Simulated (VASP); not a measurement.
# V2O3 (R-3c) in VASP: further runs

V2O3 is run at these levels: LDA+U; tasks: single point.

All numbers are computed with VASP 6.6.1; they aren't measurements. Logs are shortened: lines on timing, memory, paths and dates and some standing lists are left out, and cuts for length are marked.

## (1) The cell of the first run

The structure is trigonal, space group R-3c (No. 167). Conventional cell: a = 4.942 Å, b = 4.942 Å, c = 13.990 Å, α = 90.00°, β = 90.00°, γ = 120.00°. V (site symmetry 3) has 6 O at 1.97 to 2.04 Å within 2.6 Å. O (site symmetry 2) has 4 V at 1.97 to 2.04 Å and 2 O at 2.57 Å within 2.6 Å.

## (2) Single point, LDA+U, collinear spin, antiferromagnetic start

File INCAR:

```
PREC     = Accurate       # precision mode
ENCUT    = 600            # plane-wave cutoff, eV
EDIFF    = 1E-6           # SCF threshold, eV
ISMEAR   = 0              # smearing method
SIGMA    = 0.05           # smearing width, eV
LREAL    = False          # projectors in reciprocal space
LASPH    = True           # aspherical terms in the spheres
NELM     = 200            # most SCF steps
ALGO     = Normal         # electronic algorithm
ISIF     = 2              # what is computed and relaxed
LWAVE    = False          # write WAVECAR
LCHARG   = True           # write CHGCAR
ISPIN    = 2              # spin polarisation
MAGMOM   = 2 2 -2 -2 0 0 0 0 0 0 # initial moments
LORBIT   = 11             # projections on sites
LMAXMIX  = 4              # l up to which the mixer works
LDAU     = True           # DFT+U
LDAUTYPE = 1            
LDAUL    = 2 -1           # shell
LDAUU    = 4 0            # U, eV
LDAUJ    = 0.5 0        
LDAUPRINT= 1            
LELF     = True           # ELF
LVHAR    = True         
NBANDS   = 59             # bands
GGA_COMPAT= False
```

File KPOINTS:

```
Automatic mesh
0
Gamma
  5 5 5
```

File POSCAR:

```
V2O3
1.0
    2.4709073100      1.4265790000      4.6634304300
   -2.4709073100      1.4265790000      4.6634304300
    0.0000000000     -2.8531580000      4.6634304300
V O
4 6
Direct
    0.3500000000      0.3500000000      0.3500000000
    0.1500000000      0.1500000000      0.1500000000
    0.6500000000      0.6500000000      0.6500000000
    0.8500000000      0.8500000000      0.8500000000
    0.9500000000      0.2500000000      0.5500000000
    0.5500000000      0.9500000000      0.2500000000
    0.2500000000      0.5500000000      0.9500000000
    0.0500000000      0.7500000000      0.4500000000
    0.4500000000      0.0500000000      0.7500000000
    0.7500000000      0.4500000000      0.0500000000
```

Potentials or basis: VASP PAW LDA potentials, release 64 (V_sv, O).

Run with:

```console
$ cat potpaw_LDA.64/V_sv/POTCAR potpaw_LDA.64/O/POTCAR > POTCAR
$ mpirun -np 1 vasp_std > vasp.out
```

OUTCAR:

```text
PREC = Accurate
   ENCUT = 600
   EDIFF = 1E-6
   ISMEAR = 0
   LREAL = False
   LASPH = True
   NELM = 200
   ISIF = 2
   ISPIN = 2
   LORBIT = 11

 ion  position               nearest neighbor table
   1  0.350  0.350  0.350-  10 1.97   9 1.97   8 1.97   7 2.04   5 2.04   6 2.04   2 2.80   3 2.89
                             3 2.89   3 2.89
   2  0.150  0.150  0.150-   8 1.97   9 1.97  10 1.97   7 2.04   5 2.04   6 2.04   1 2.80   4 2.89
                             4 2.89   4 2.89
   3  0.650  0.650  0.650-   7 1.97   6 1.97   5 1.97   8 2.04  10 2.04   9 2.04   4 2.80   1 2.89
                             1 2.89   1 2.89
   4  0.850  0.850  0.850-   5 1.97   6 1.97   7 1.97   8 2.04  10 2.04   9 2.04   3 2.80   2 2.89
                             2 2.89   2 2.89
   5  0.950  0.250  0.550-   4 1.97   3 1.97   1 2.04   2 2.04
   6  0.550  0.950  0.250-   3 1.97   4 1.97   1 2.04   2 2.04
   7  0.250  0.550  0.950-   3 1.97   4 1.97   1 2.04   2 2.04
   8  0.050  0.750  0.450-   2 1.97   1 1.97   3 2.04   4 2.04
   9  0.450  0.050  0.750-   1 1.97   2 1.97   3 2.04   4 2.04
  10  0.750  0.450  0.050-   1 1.97   2 1.97   3 2.04   4 2.04

  LATTYP: Found a trigonal (rhomboedric) cell.
 ALAT       =     5.4670004530
 COS(alpha) =     0.5914504993

  Lattice vectors:

 A1 = (   2.4709073100,   1.4265790000,   4.6634304300)
 A2 = (  -2.4709073100,   1.4265790000,   4.6634304300)
 A3 = (   0.0000000000,  -2.8531580000,   4.6634304300)

Analysis of symmetry for initial positions (statically):
=====================================================================
 Subroutine PRICEL returns:
 Original cell was already a primitive cell.

 Routine SETGRP: Setting up the symmetry group for a
 trigonal (rhombohedral) supercell.

 Subroutine GETGRP returns: Found 12 space group operations
 (whereof  6 operations were pure point group operations)
 out of a pool of 12 trial point group operations.

The static configuration has the point symmetry S_6 .
 The point group associated with its full space group is D_3d.

Analysis of symmetry for dynamics (positions and initial velocities):
=====================================================================
 Subroutine PRICEL returns:
 Original cell was already a primitive cell.

 Routine SETGRP: Setting up the symmetry group for a
 trigonal (rhombohedral) supercell.

 Subroutine GETGRP returns: Found 12 space group operations
 (whereof  6 operations were pure point group operations)
 out of a pool of 12 trial point group operations.

The dynamic configuration has the point symmetry S_6 .
 The point group associated with its full space group is D_3d.

Analysis of structural, dynamic, and magnetic symmetry:
=====================================================================
 Subroutine PRICEL returns:
 Original cell was already a primitive cell.

 Routine SETGRP: Setting up the symmetry group for a
 trigonal (rhombohedral) supercell.

 Subroutine GETGRP returns: Found 12 space group operations
 (whereof  6 operations were pure point group operations)
 out of a pool of 12 trial point group operations.

The overall configuration has the point symmetry S_6 .
 The point group associated with its full space group is D_3d.

 Subroutine INISYM returns: Found 12 space group operations
 (whereof  6 operations are pure point group operations),
 and found     1 'primitive' translations

----------------------------------------------------------------------------------------

                                     Primitive cell

  volume of cell :      98.6300

  direct lattice vectors                    reciprocal lattice vectors
     2.470907310  1.426579000  4.663430430     0.202354818  0.116829609  0.071478140
[... 124 lines left out ...]
   J (eV)           for each species LDAUJ =   0.5  0.0
   GGA     = CA    functional components
   LHFCALC =     F    Hartree Fock is set to
   AEXX    =    0.0000 exact exchange contribution
   IVDW    =     0    specifies the selected vdW correction
   LEPSILON=     F    determine dielectric tensor
   LRPA    =     F    only Hartree local field effects (RPA)
 spin polarized calculation
 Gauss-broadening in eV      SIGMA  =   0.05
  energy-cutoff  :      600.00
  volume of cell :       98.63
 maximum number of plane-waves:      3306
 NGX is ok and might be reduce to    48
   NGX = 21   NGY = 21   NGZ = 21

 number of electron      87.9999990 magnetization      -0.0000000

atom =   1  type =  1  l = 2

 onsite density matrix

spin component  1
[... 116 lines left out ...]
  o =  0.0516  v =  0.8101  0.5567  0.0000 -0.0000  0.1838  0.0000  0.0000  0.0000  0.0000  0.0000      0.0000  0.0000  0.0000  0.0000  0.0000  0.0000  0.0000  0.0000  0.0000  0.0000
  o =  0.0516  v = -0.1838 -0.0000  0.0000 -0.5567  0.8101  0.0000  0.0000  0.0000  0.0000  0.0000      0.0000  0.0000  0.0000  0.0000  0.0000  0.0000  0.0000  0.0000  0.0000  0.0000
  o =  0.0919  v = -0.0000  0.0000 -1.0000 -0.0000  0.0000  0.0000  0.0000  0.0000  0.0000  0.0000      0.0000  0.0000  0.0000  0.0000  0.0000  0.0000  0.0000  0.0000  0.0000  0.0000
  o =  0.0969  v =  0.0000  0.0000  0.0000  0.0000  0.0000  0.0000 -0.0000  1.0000  0.0000  0.0000      0.0000  0.0000  0.0000  0.0000  0.0000  0.0000  0.0000  0.0000  0.0000  0.0000
  o =  0.2114  v = -0.5429  0.8307  0.0000  0.0000 -0.1232  0.0000  0.0000  0.0000  0.0000  0.0000      0.0000  0.0000  0.0000  0.0000  0.0000  0.0000  0.0000  0.0000  0.0000  0.0000
  o =  0.2114  v =  0.1232  0.0000  0.0000 -0.8307 -0.5429  0.0000  0.0000  0.0000  0.0000  0.0000      0.0000  0.0000  0.0000  0.0000  0.0000  0.0000  0.0000  0.0000  0.0000  0.0000
  o =  0.2366  v =  0.0000  0.0000  0.0000  0.0000  0.0000  0.6675 -0.7327 -0.0000  0.0000  0.1328      0.0000  0.0000  0.0000  0.0000  0.0000  0.0000  0.0000  0.0000  0.0000  0.0000
  o =  0.2366  v =  0.0000  0.0000  0.0000  0.0000  0.0000  0.1328 -0.0000  0.0000 -0.7327 -0.6675      0.0000  0.0000  0.0000  0.0000  0.0000  0.0000  0.0000  0.0000  0.0000  0.0000
  o =  0.9039  v =  0.0000  0.0000  0.0000  0.0000  0.0000 -0.7186 -0.6806  0.0000 -0.0000 -0.1430      0.0000  0.0000  0.0000  0.0000  0.0000  0.0000  0.0000  0.0000  0.0000  0.0000
  o =  0.9039  v =  0.0000  0.0000  0.0000  0.0000  0.0000  0.1430 -0.0000  0.0000  0.6806 -0.7186      0.0000  0.0000  0.0000  0.0000  0.0000  0.0000  0.0000  0.0000  0.0000  0.0000

 number of electron      87.9999990 magnetization       0.0000000

 Free energy of the ion-electron system (eV)
  ---------------------------------------------------
  ext. energy  EPLUGINS =         0.00000000
  ---------------------------------------------------
  free energy    TOTEN  =       -87.17591009 eV

  energy without entropy =      -87.17591009  energy(sigma->0) =      -87.17591009

 E-fermi :   7.4856     XC(G=0): -12.5951

 val. band max:        7.0609856423   @ k =   0.4000   0.4000   0.4000
 cond. band min:       8.0910710590   @ k =   0.0000   0.0000   0.0000
 fundamental gap:      1.0300854166
 Fermi energy:         7.4856232171

 spin component 1

 k-point     1 :       0.0000    0.0000    0.0000
  band No.  band energies     occupation
      1     -57.2179      1.00000
      2     -57.1912      1.00000
      3     -55.5404      1.00000
      4     -55.5114      1.00000
      5     -31.8262      1.00000
      6     -31.6057      1.00000
[... 1110 lines left out ...]
     55      11.5557      0.00000
     56      11.7958      0.00000
 Fermi energy:         7.4856232171

 spin component 2

 k-point     1 :       0.0000    0.0000    0.0000
  band No.  band energies     occupation
      1     -57.2179      1.00000
      2     -57.1912      1.00000
      3     -55.5404      1.00000
      4     -55.5114      1.00000
      5     -31.8262      1.00000
      6     -31.6057      1.00000
[... 1110 lines left out ...]
     55      11.5557      0.00000
     56      11.7958      0.00000
 [bands above 56 left out]

------------------------ aborting loop because EDIFF is reached ----------------------------------------

  FORCE on cell =-STRESS in cart. coord.  units (eV):
  Direction    XX          YY          ZZ          XY          YZ          ZX
  --------------------------------------------------------------------------------------
  -------------------------------------------------------------------------------------
  Total        4.5700601      4.5700600      0.9167018     -0.0000000      0.0000000     -0.0000000
  in kB       74.2375201     74.2375200     14.8911979     -0.0000000      0.0000000     -0.0000000
  external PRESSURE =      54.4554127 kB  Pullay stress =       0.0000000 kB

 VOLUME and BASIS-vectors are now :
 -----------------------------------------------------------------------------
  energy-cutoff  :      600.00
  volume of cell :       98.63
      direct lattice vectors                 reciprocal lattice vectors
     2.470907310  1.426579000  4.663430430     0.202354818  0.116829609  0.071478140
    -2.470907310  1.426579000  4.663430430    -0.202354818  0.116829609  0.071478140
     0.000000000 -2.853158000  4.663430430     0.000000000 -0.233659218  0.071478140

 POSITION                                       TOTAL-FORCE (eV/Angst)
 -----------------------------------------------------------------------------------
      0.00000      0.00000      4.89660         0.000000     -0.000000      0.006814
      0.00000      0.00000      2.09854         0.000000     -0.000000     -0.006814
      0.00000      0.00000      9.09369         0.000000     -0.000000     -0.006814
      0.00000      0.00000     11.89175         0.000000     -0.000000      0.006814
      1.72964      0.14266      8.16100        -0.270893     -0.469200     -0.000000
     -0.98836      1.42658      8.16100         0.541785     -0.000000      0.000000
     -0.74127     -1.56924      8.16100        -0.270893      0.469200     -0.000000
     -1.72964     -0.14266      5.82929         0.270893      0.469200     -0.000000
      0.98836     -1.42658      5.82929        -0.541785     -0.000000     -0.000000
      0.74127      1.56924      5.82929         0.270893     -0.469200     -0.000000
 -----------------------------------------------------------------------------------
    total drift:                                0.000000     -0.000000      0.000000

  FREE ENERGIE OF THE ION-ELECTRON SYSTEM (eV)
  ---------------------------------------------------
  free  energy   TOTEN  =       -87.1759100906 eV

  energy  without entropy=      -87.1759100906  energy(sigma->0) =      -87.17591009

 total charge

# of ion       s       p       d       tot
------------------------------------------
    1        2.247   6.268   2.965  11.480
    2        2.247   6.268   2.965  11.480
    3        2.247   6.268   2.965  11.480
    4        2.247   6.268   2.965  11.480
    5        1.543   3.529   0.000   5.072
    6        1.543   3.529   0.000   5.072
    7        1.543   3.529   0.000   5.072
    8        1.543   3.529   0.000   5.072
    9        1.543   3.529   0.000   5.072
   10        1.543   3.529   0.000   5.072
--------------------------------------------------
tot         18.244  46.249  11.860  76.352

 magnetization (x)

# of ion       s       p       d       tot
------------------------------------------
    1        0.009   0.012   1.755   1.776
    2        0.009   0.012   1.755   1.776
    3       -0.009  -0.012  -1.755  -1.776
    4       -0.009  -0.012  -1.755  -1.776
    5        0.001  -0.006   0.000  -0.004
    6        0.001  -0.006   0.000  -0.004
    7        0.001  -0.006   0.000  -0.004
    8       -0.001   0.006   0.000   0.004
    9       -0.001   0.006   0.000   0.004
   10       -0.001   0.006   0.000   0.004
--------------------------------------------------
tot          0.000   0.000   0.000   0.000
```

It took 6.3 min on 1 thread of AMD EPYC 7R13 (Zen 3), shared host; peak memory 0.35 GiB.

Results:

- Free energy: -87.1759 eV
- Pressure: 5.4 GPa
- Largest force: 0.542 eV/Å
- Band gap on the k mesh: 1.03 eV (least direct gap 1.32 eV)
- Net moment: 0.00 μB per cell
- Site moments: V +1.78, -1.78 (each value once); O -0.00, +0.00 (each value once) μB
- Valence electrons inside the program's atomic spheres: V 11.48; O 5.07

Forces on the atoms (eV/Å):
```
V    0.000  0.000  0.007
V    0.000  0.000 -0.007
V    0.000  0.000 -0.007
V    0.000  0.000  0.007
O   -0.271 -0.469  0.000
O    0.542  0.000  0.000
O   -0.271  0.469  0.000
O    0.271  0.469  0.000
O   -0.542  0.000  0.000
O    0.271 -0.469  0.000
```

Stress tensor (GPa, compression positive):
```
7.42 0.00 0.00
0.00 7.42 0.00
0.00 0.00 1.49
```

Eigenvalues of the final occupation matrices:
```csv
site,spin,trace,eigenvalues
site 1 d,1,2.38,0.10 0.24 0.24 0.90 0.90
site 1 d,2,0.62,0.05 0.05 0.09 0.21 0.21
site 2 d,1,2.38,0.10 0.24 0.24 0.90 0.90
site 2 d,2,0.62,0.05 0.05 0.09 0.21 0.21
site 3 d,1,0.62,0.05 0.05 0.09 0.21 0.21
site 3 d,2,2.38,0.10 0.24 0.24 0.90 0.90
site 4 d,1,0.62,0.05 0.05 0.09 0.21 0.21
site 4 d,2,2.38,0.10 0.24 0.24 0.90 0.90
```

Caveat: the stress differs along the axes, from 1 to 7 GPa. The state reached can hang on the start; a lower one may exist.

## (3) Single point, LDA+U, collinear spin, antiferromagnetic start

Changes to INCAR since step 2:

```diff
@@ -11,5 +11,5 @@
 LWAVE    = False          # write WAVECAR
-LCHARG   = True           # write CHGCAR
+LCHARG   = False          # write CHGCAR
 ISPIN    = 2              # spin polarisation
-MAGMOM   = 2 2 -2 -2 0 0 0 0 0 0 # initial moments
+MAGMOM   = 1.6 1.6 -1.6 -1.6 -0.01 -0.01 -0.01 0.01 0.01 0.01 # initial moments
 LORBIT   = 11             # projections on sites
@@ -22,4 +22,3 @@
 LDAUPRINT= 1            
-LELF     = True           # ELF
-LVHAR    = True         
+GGA      = CA             # functional
 NBANDS   = 59             # bands
```

File KPOINTS:

```
regular mesh
0
Gamma
  5 5 5
```

POSCAR is that of step 2.

Potentials or basis: VASP PAW LDA potentials, release 64 (V_sv, O).

Run with:

```console
$ cat potpaw_LDA.64/V_sv/POTCAR potpaw_LDA.64/O/POTCAR > POTCAR
$ mpirun -np 1 vasp_std > vasp.out
```

Run time: 10 min. Hardware: 1 thread of Intel Xeon Platinum 8375C at 2.90GHz (Ice Lake), shared host; peak memory 0.38 GiB.

It converged, with:

```yaml
Free_energy: -87.1759 eV
Pressure: 5.4 GPa
Largest_force: 0.542 eV/Å
Band_gap_on_the_k_mesh: 1.03 eV (least direct gap 1.32 eV)
Net_moment: 0.00 μB per cell
Site_moments: V +1.78, -1.78 (each value once); O -0.00, +0.00 (each value once) μB
Valence_electrons_inside_the_program's_atomic_spheres: V 11.48; O 5.07
```

Forces on the atoms (eV/Å):
```
V    0.000  0.000  0.007
V    0.000  0.000 -0.007
V    0.000  0.000 -0.007
V    0.000  0.000  0.007
O   -0.271 -0.469  0.000
O    0.542  0.000  0.000
O   -0.271  0.469  0.000
O    0.271  0.469  0.000
O   -0.542  0.000  0.000
O    0.271 -0.469  0.000
```

Stress tensor (GPa, compression positive):
```
7.42 0.00 0.00
0.00 7.42 0.00
0.00 0.00 1.49
```

Levels at points of the mesh, in eV from the valence-band top:
Spin up:
```csv
k point,band 40,band 41,band 42,band 43,band 44,band 45,band 46,band 47,band 48,band 49
"(0.00, 0.00, 0.00)",-2.31,-0.77,-0.77,-0.35,-0.35,1.03,2.50,2.67,3.07,3.07
```
Spin down:
| k point | band 42 | band 43 | band 44 | band 45 | band 46 | band 47 |
| --- | --- | --- | --- | --- | --- | --- |
| (0.00, 0.00, 0.00) | -0.77 | -0.35 | -0.35 | 1.03 | 2.50 | 2.67 |

Eigenvalues of the final occupation matrices:
```tsv
site	spin	trace	eigenvalues
site 1 d	1	2.38	0.10 0.24 0.24 0.90 0.90
site 1 d	2	0.62	0.05 0.05 0.09 0.21 0.21
site 2 d	1	2.38	0.10 0.24 0.24 0.90 0.90
site 2 d	2	0.62	0.05 0.05 0.09 0.21 0.21
site 3 d	1	0.62	0.05 0.05 0.09 0.21 0.21
site 3 d	2	2.38	0.10 0.24 0.24 0.90 0.90
site 4 d	1	0.62	0.05 0.05 0.09 0.21 0.21
site 4 d	2	2.38	0.10 0.24 0.24 0.90 0.90
```

Caveat: the stress differs along the axes, from 1 to 7 GPa.

[end of part 1 of 2]
